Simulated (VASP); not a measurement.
Runs of VASP 6.6.1 on AlN. The structure is that of space group P6_3mc (No. 186), or close to it. The cells are those of the table. 

| level | cell | cutoff (eV) | gap on the mesh (eV) | pressure (GPa) |
| --- | --- | --- | --- | --- |
| r2SCAN | a = 3.168, b = 3.168, c = 5.076 Å, angles 90.0, 90.0, 120.0°, 4 atoms | 660 | 4.39 | (b) |
| PBE | a = 3.130, b = 3.130, c = 5.017 Å, angles 90.0, 90.0, 120.0°, 4 atoms | 600 | (a) | -0.3 |
| PBEsol | a = 3.114, b = 3.114, c = 4.983 Å, angles 90.0, 90.0, 120.0°, 4 atoms | 600 | 4.11 | (c) |
| r2SCAN | a = 3.107, b = 3.107, c = 4.978 Å, angles 90.0, 90.0, 120.0°, 4 atoms | 660 | 4.92 | -0.3 |
| r2SCAN | a = 3.065, b = 3.065, c = 4.911 Å, angles 90.0, 90.0, 120.0°, 4 atoms | 660 | 5.30 | 9.0 |

Alike in all rows: task single point; potentials or basis VASP PAW PBE potentials, release 64 (Al, N); no spin polarisation; k mesh 12 × 12 × 6; smearing fermi-dirac 0.02 eV.

Estimate the missing entries.

(a) 4.05; (b) -11.3; (c) -0.2.

Caveats: the PAW data sets were made with another functional, which shifts forces and pressure a little (some runs).

A k mesh can miss the band edges.
